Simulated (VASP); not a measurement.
HfO2, 3 atoms in the cell. The structure is tetragonal, space group I4/mmm (No. 139). The conventional cell has a = 3.762 Å, b = 3.762 Å, c = 5.115 Å, α = 90.00°, β = 90.00°, γ = 90.00°. Hf (site symmetry 4/mmm) has 8 O at 2.27 Å within 3.0 Å. Within 3.0 Å of O (site symmetry -4m2) lie 4 Hf at 2.27 Å and 6 O at 2.56 to 2.66 Å.  This cell differs from its parent crystal: strain +0.040 along x and y, +0.000 along z.

- Program: VASP 6.6.1
- Task: single point
- Functional: PBE
- Potentials or basis: VASP PAW PBE potentials, release 64 (Hf_pv, O)
- Cutoff: 520 eV
- k mesh: 8 × 8 × 8
- Occupations: gaussian, width 0.05 eV
- Spin: no spin polarisation
- Dipole correction: no
- Further INCAR settings: ALGO = Normal; EDIFF = 1e-06; NBANDS = 18

Potentials or basis: VASP PAW PBE potentials, release 64 (Hf_pv, O).

Run with:

```bash
$ cat potpaw_PBE.64/Hf_pv/POTCAR potpaw_PBE.64/O/POTCAR > POTCAR
$ mpirun -np 1 vasp_std > vasp.out
```

Hardware: 1 thread of Intel(R) Xeon(R) Platinum 8259CL CPU @ 2.50GHz (Skylake/Cascade Lake), with other jobs on the host.

Problem. Estimate the wall time of this run.

Solution. It took 29 s on 1 thread of Intel(R) Xeon(R) Platinum 8259CL CPU @ 2.50GHz (Skylake/Cascade Lake), on a shared host, peak memory 0.18 GiB. Counts: scf iterations 13, k points 59.
